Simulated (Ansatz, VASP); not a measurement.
**V in VASP and in Ansatz**

```
V
1.0
     4.19737    0.00000    0.00000
    -2.09869    3.63503    0.00000
     0.00000    0.00000    4.06245
V
4
Cartesian
  0.0000 0.0000 1.0156
  0.0000 0.0000 3.0468
  0.0000 2.4234 3.0468
  2.0987 1.2117 1.0156
```

Alike in both runs: functional r2SCAN; k mesh 12 × 12 × 12; occupations gaussian, width 0.1 eV; no spin polarisation.

Ansatz relaxed the structure, and its values are those at the end. VASP's run is a single point on that final structure, the one shown.

```csv
,VASP,Ansatz
version,VASP 6.6.1,Ansatz 0.2.0
potentials or method,"VASP PAW PBE potentials, release 64 (V_sv), cutoff 520 eV","scalar-relativistic, plane waves, PAW"
valence electrons in the cell,52,52
```

Ansatz gave:

| Item | Value |
| --- | --- |
| gap on the k mesh at the Fermi level (eV) | none |
| pressure (GPa) | 0.0 |

Question: Estimate VASP's values.

Answer: gap on the k mesh at the Fermi level (eV): none; pressure (GPa): 1.5.

VASP's potentials were made for PBE, not for r2SCAN. A gap of «none» marks a metal or a gap that the smearing closes.
